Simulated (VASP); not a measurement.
Wanted: the native input for a VASP 6.6.1 run.

- Task: single point
- Functional: PBEsol
- Potentials or basis: VASP PAW PBE potentials, release 64 (Bi_d)
- Cutoff: 520 eV
- k mesh: 12 × 12 × 12
- Occupations: gaussian, width 0.15 eV
- Spin: no spin polarisation
- Dipole correction: no
- Further INCAR settings: ALGO = Fast; EDIFF = 1e-07; NBANDS = 22

The structure of Bi lies in POSCAR:

```
Bi
1.0
    2.4485146788      1.4136506089      3.4074539057
   -2.4485146788      1.4136506089      3.4074539057
    0.0000000000     -2.8273012178      3.4074539058
Bi
2
Direct
    0.2338900000      0.2338900000      0.2338900000
    0.7661100000      0.7661100000      0.7661100000
```

This cell differs from its parent crystal: ratio of the length along z to the lengths across it x 0.8, volume and fractional coordinates fixed.

The input as run:

INCAR

```
SYSTEM = Bi
  ALGO = Fast
  EDIFF = 1E-7
  ENCUT = 520
  GGA = PS
  ISIF = 2
  ISMEAR = 0
  LASPH = .True.
  LCHARG = .True.
  LELF = .True.
  LREAL = .False.
  LVHAR = .True.
  LWAVE = .False.
  NBANDS = 22
  NELM = 80
  PREC = Accurate
  SIGMA = 0.15
```

KPOINTS

```
k-points
0
Gamma
  12 12 12
  0 0 0
```

Potentials or basis: VASP PAW PBE potentials, release 64 (Bi_d).

The run is started by

```sh
$ cat potpaw_PBE.64/Bi_d/POTCAR > POTCAR
$ mpirun -np 1 vasp_std > vasp.out
```

It gave:

| Item | Value |
| --- | --- |
| Pressure | -2.1 GPa |
| Largest force | 0.317 eV/Å |
| Band gap on the k mesh | zero (band 15 reaches 6.17 eV, above the bottom of band 16 at 5.41 eV) |

Caveat: the PAW data sets were made with another functional, which shifts forces and pressure a little; spin-orbit coupling is left out, which moves the levels of the heavy elements.

Wall time 3.1 min on 1 thread of Intel(R) Xeon(R) Platinum 8488C (Sapphire Rapids) (shared host), peak memory 0.37 GiB.
